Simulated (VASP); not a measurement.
BaO:

```
Ba O
1.0
     0.00000    2.77187    2.77187
     2.77187    0.00000    2.77187
     2.77187    2.77187    0.00000
Ba O
1 1
Direct
  0.00000 0.00000 0.00000
  0.50000 0.50000 0.50000
```

Program: VASP 6.6.1. Alike in all runs: task single point; potentials or basis VASP PAW PBE potentials, release 64 (Ba_sv, O); no spin polarisation; cell as given; smearing gaussian 0.01 eV.

Task: Order these runs on this cell by their pressure, lowest first.
A. level PBE-based screened hybrid with 75 % exact exchange; k mesh 4 × 4 × 4; cutoff (eV) 520; grid for exact exchange (PRECFOCK) Normal; share of exact exchange 0.75; screening parameter 0.2078 1/Å
B. level PBE; k mesh 6 × 6 × 6; cutoff (eV) 600
C. level PBE+D4; k mesh 6 × 6 × 6; cutoff (eV) 600

Result: A (-2.2 GPa), C (1.3 GPa), B (2.8 GPa).

Caveats: some runs use coarse meshes; the PAW data sets were made with another functional, which shifts forces and pressure a little (at least some runs).
